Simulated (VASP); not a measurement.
# MgS in VASP: further runs

The runs below take MgS through electric field gradients, density of states, with PBE.

Everything below comes from runs of VASP 6.6.1. Logs are shortened: lines on timing, memory, paths and dates and some standing lists are left out, and cuts for length are marked.

## 1. The cell of the first run

It takes space group I4/mmm (No. 139, tetragonal). Conventional cell: a = 3.679 Å, b = 3.679 Å, c = 5.151 Å, α = 90.00°, β = 90.00°, γ = 90.00°. Mg (site symmetry 4/mmm) has 6 S at 2.58 to 2.60 Å within 3.4 Å. S (site symmetry 4/mmm) has 6 Mg at 2.58 to 2.60 Å within 3.4 Å.

## 2. Electric field gradients, PBE (zz strain of -1 %)

Contents of INCAR:

```
  PREC = Accurate
  ENCUT = 520
  EDIFF = 1E-8
  ISMEAR = -1
  SIGMA = 0.01
  LREAL = False
  LASPH = True
  NELM = 60
  ALGO = Normal
  ISIF = 2
  LWAVE = False
  LCHARG = False
  GGA = PE
  LEFG = True
  NBANDS = 11
```

Contents of KPOINTS:

```
Automatic mesh
0
Gamma
  8 8 8
```

Contents of POSCAR:

```
MgS
1.0
    0.0000000000      2.6016500000      2.5756335000
    2.6016500000      0.0000000000      2.5756335000
    2.6016500000      2.6016500000      0.0000000000
Mg S
1 1
Direct
    0.0000000000      0.0000000000      0.0000000000
    0.5000000000      0.5000000000      0.5000000000
```

Potentials or basis: VASP PAW PBE potentials, release 64 (Mg, S).

Run with:

```console
$ cat potpaw_PBE.64/Mg/POTCAR potpaw_PBE.64/S/POTCAR > POTCAR
$ mpirun -np 1 vasp_std > vasp.out
```

OUTCAR:

```text
PREC = Accurate
   ENCUT = 520
   EDIFF = 1E-8
   ISMEAR = -1
   LREAL = False
   LASPH = True
   NELM = 60
   ISIF = 2
   GGA = PE

 ion  position               nearest neighbor table
   1  0.000  0.000  0.000-   2 2.58   2 2.58   2 2.60   2 2.60   2 2.60   2 2.60
   2  0.500  0.500  0.500-   1 2.58   1 2.58   1 2.60   1 2.60   1 2.60   1 2.60

  LATTYP: Found a body centered tetragonal cell.
 ALAT       =     3.6792887145
 C/A-ratio  =     1.4000714267

  Lattice vectors:

 A1 = (   0.0000000000,  -2.6016500000,  -2.5756335000)
 A2 = (   0.0000000000,   2.6016500000,  -2.5756335000)
 A3 = (   2.6016500000,   0.0000000000,   2.5756335000)

Analysis of symmetry for initial positions (statically):
=====================================================================
 Subroutine PRICEL returns:
 Original cell was already a primitive cell.

 Routine SETGRP: Setting up the symmetry group for a
 body centered tetragonal supercell.

 Subroutine GETGRP returns: Found 16 space group operations
 (whereof 16 operations were pure point group operations)
 out of a pool of 16 trial point group operations.

The static configuration has the point symmetry D_4h.

Analysis of symmetry for dynamics (positions and initial velocities):
=====================================================================
 Subroutine PRICEL returns:
 Original cell was already a primitive cell.

 Routine SETGRP: Setting up the symmetry group for a
 body centered tetragonal supercell.

 Subroutine GETGRP returns: Found 16 space group operations
 (whereof 16 operations were pure point group operations)
 out of a pool of 16 trial point group operations.

The dynamic configuration has the point symmetry D_4h.

 Subroutine INISYM returns: Found 16 space group operations
 (whereof 16 operations are pure point group operations),
 and found     1 'primitive' translations

----------------------------------------------------------------------------------------

                                     Primitive cell

  volume of cell :      34.8668

  direct lattice vectors                    reciprocal lattice vectors
     0.000000000  2.601650000  2.575633500    -0.192185728  0.192185728  0.194126998
     2.601650000  0.000000000  2.575633500     0.192185728 -0.192185728  0.194126998
     2.601650000  2.601650000  0.000000000     0.192185728  0.192185728 -0.194126998

  length of vectors
[... 126 lines left out ...]

  energy without entropy =       -8.49820604  energy(sigma->0) =       -8.49820604

 E-fermi :   4.1106     XC(G=0):  -9.7296

 val. band max:        3.8297861813   @ k =   0.0000   0.0000   0.0000
 cond. band min:       6.5783290133   @ k =   0.5000   0.5000   0.0000
 fundamental gap:      2.7485428320
 Fermi energy:         4.1106238205

 k-point     1 :       0.0000    0.0000    0.0000
  band No.  band energies     occupation
      1      -8.9094      2.00000
      2       3.7853      2.00000
      3       3.8298      2.00000
      4       3.8298      2.00000
      5       7.6052      0.00000
      6      11.7291      0.00000
      7      11.7291      0.00000
      8      11.8338      0.00000
      9      14.1066      0.00000
     10      14.2448      0.00000
     11      16.3781      0.00000
[... 309 lines left out ...]
 k-point    24 :       0.3750    0.0000    0.1250
  band No.  band energies     occupation
      1      -7.8974      2.00000
      2       0.0344      2.00000
      3       2.8818      2.00000
      4       3.0190      2.00000
      5       9.1274      0.00000
      6      10.4330      0.00000
      7      11.9276      0.00000
      8      12.1819      0.00000
      9      15.2821      0.00000
     10      16.6478      0.00000
     11      16.8275      0.00000

 [... further k-points ...]
[... 5 lines left out ...]
  --------------------------------------------------------------------------------------
  -------------------------------------------------------------------------------------
  Total        0.2840389      0.2840389      0.5308983      0.0000000     -0.0000000     -0.0000000
  in kB       13.0519858     13.0519858     24.3955240      0.0000000     -0.0000000     -0.0000000
  external PRESSURE =      16.8331652 kB  Pullay stress =       0.0000000 kB

 VOLUME and BASIS-vectors are now :
 -----------------------------------------------------------------------------
  energy-cutoff  :      520.00
  volume of cell :       34.87
      direct lattice vectors                 reciprocal lattice vectors
     0.000000000  2.601650000  2.575633500    -0.192185728  0.192185728  0.194126998
     2.601650000  0.000000000  2.575633500     0.192185728 -0.192185728  0.194126998
     2.601650000  2.601650000  0.000000000     0.192185728  0.192185728 -0.194126998

 POSITION                                       TOTAL-FORCE (eV/Angst)
 -----------------------------------------------------------------------------------
      0.00000      0.00000      0.00000        -0.000000     -0.000000      0.000000
      2.60165      2.60165      2.57563         0.000000      0.000000      0.000000
 -----------------------------------------------------------------------------------
    total drift:                                0.000000      0.000000      0.000000

  FREE ENERGIE OF THE ION-ELECTRON SYSTEM (eV)
  ---------------------------------------------------
  free  energy   TOTEN  =        -8.4982060394 eV

  energy  without entropy=       -8.4982060394  energy(sigma->0) =       -8.49820604

 Electric field gradients (V/A^2)
---------------------------------------------------------------------
 ion       V_xx      V_yy      V_zz      V_xy      V_xz      V_yz
---------------------------------------------------------------------
   1       0.843     0.843    -1.685     0.000     0.000     0.000
   2       0.395     0.395    -0.790    -0.000    -0.000    -0.000
---------------------------------------------------------------------

 Electric field gradients after diagonalization (V/A^2)
 (convention: |V_zz| > |V_xx| > |V_yy|)
----------------------------------------------------------------------
 ion       V_xx      V_yy      V_zz     asymmetry (V_yy - V_xx)/ V_zz
----------------------------------------------------------------------
   1       0.843     0.843    -1.685       0.000
   2       0.396     0.395    -0.790       0.001
----------------------------------------------------------------------

           NMR quadrupolar parameters

 Cq : quadrupolar parameter    Cq=e*Q*V_zz/h
 eta: asymmetry parameters     (V_yy - V_xx)/ V_zz
 Q  : nuclear electric quadrupole moment in mb (millibarn)
----------------------------------------------------------------------
 ion       Cq(MHz)       eta       Q (mb)
----------------------------------------------------------------------
   1      -0.004       0.000       1.000
   2      -0.002       0.001       1.000
----------------------------------------------------------------------
```

stdout:

```text
POSCAR found type information on POSCAR MgS
 POSCAR found :  2 types and       2 ions
 scaLAPACK will be used
 LDA part: xc-table for (Slater+PW92), standard interpolation
 POSCAR, INCAR and KPOINTS ok, starting setup
 FFT: planning ... GRIDC
 FFT: planning ... GRID_SOFT
 FFT: planning ... GRID
 WAVECAR not read
 entering main loop
ion   1

ion   2
```

Wall time 12 s (1 thread of Intel Xeon 6975P-C (Granite Rapids), shared host); peak memory 0.16 GiB.

What came out:

```yaml
Free_energy: -8.4982 eV
Pressure: 1.7 GPa
Band_gap_on_the_k_mesh: 2.75 eV, indirect (least direct gap 3.78 eV)
```

Electric field gradients, principal values (V/Å²):
```tsv
atom	least	middle	greatest (by size)
1 Mg	0.843	0.843	-1.685
2 S	0.395	0.396	-0.790
```

Caveat: the cell differs from its parent crystal (zz strain of -1 %); without QUAD_EFG the Cq values of the log hold for a quadrupole moment of 1 mb, not for the nuclei. A k mesh can miss the band edges.

## 3. Density of states, PBE

This run uses another cell than the first one, of 17.61 Å³/atom, 1.010 times its volume.

Contents of POSCAR:

```
MgS
1.0
    0.0000000000      2.6016500000      2.6016500000
    2.6016500000      0.0000000000      2.6016500000
    2.6016500000      2.6016500000      0.0000000000
Mg S
1 1
Direct
    0.0000000000      0.0000000000      0.0000000000
    0.5000000000      0.5000000000      0.5000000000
```

Contents of INCAR.step1:

```
  PREC = Accurate
  ENCUT = 520
  EDIFF = 1E-7
  ISMEAR = -1
  SIGMA = 0.01
  LREAL = F
  LASPH = T
  NELM = 80
  ALGO = Normal
  ISIF = 2
  LWAVE = F
  LCHARG = T
  GGA = PE
  NBANDS = 11
```

Contents of KPOINTS.step1:

```
Automatic mesh
0
Gamma
  8 8 8
```

Contents of INCAR.step2:

```
  PREC = Accurate
  ENCUT = 520
  EDIFF = 1E-7
  ISMEAR = -5
  SIGMA = 0.01
  LREAL = F
  LASPH = T
  NELM = 80
  ALGO = Normal
  ISIF = 2
  LWAVE = F
  LCHARG = F
  GGA = PE
  LORBIT = 11
  NBANDS = 11
  NEDOS = 1001
  ICHARG = 11
```

Contents of KPOINTS.step2:

```
Automatic mesh
0
Gamma
  12 12 12
```

Potentials or basis: VASP PAW PBE potentials, release 64 (Mg, S).

Run with:

```console
$ cat potpaw_PBE.64/Mg/POTCAR potpaw_PBE.64/S/POTCAR > POTCAR
$ cp INCAR.step1 INCAR
$ cp KPOINTS.step1 KPOINTS
$ mpirun -np 1 vasp_std > vasp.out
$ cp INCAR.step2 INCAR
$ cp KPOINTS.step2 KPOINTS
$ mpirun -np 1 vasp_std > vasp.out
```

Wall time 32 s (1 thread of AMD EPYC 7R13 (Zen 3), shared host); peak memory 0.13 GiB.

It converged, with:

- Valence electrons inside the program's atomic spheres: Mg 0.30; S 3.82

Levels at points of the mesh, in eV from the valence-band top:
```
           k point  band 2  band 3  band 4  band 5  band 6  band 7
(0.00, 0.00, 0.00)    0.00    0.00    0.00    3.71    7.95    7.95
(0.50, 0.00, 0.00)   -4.83   -0.59   -0.59    4.55    6.91    6.91
(0.50, 0.50, 0.00)   -4.19   -1.68   -1.68    2.78    4.40   12.00
```
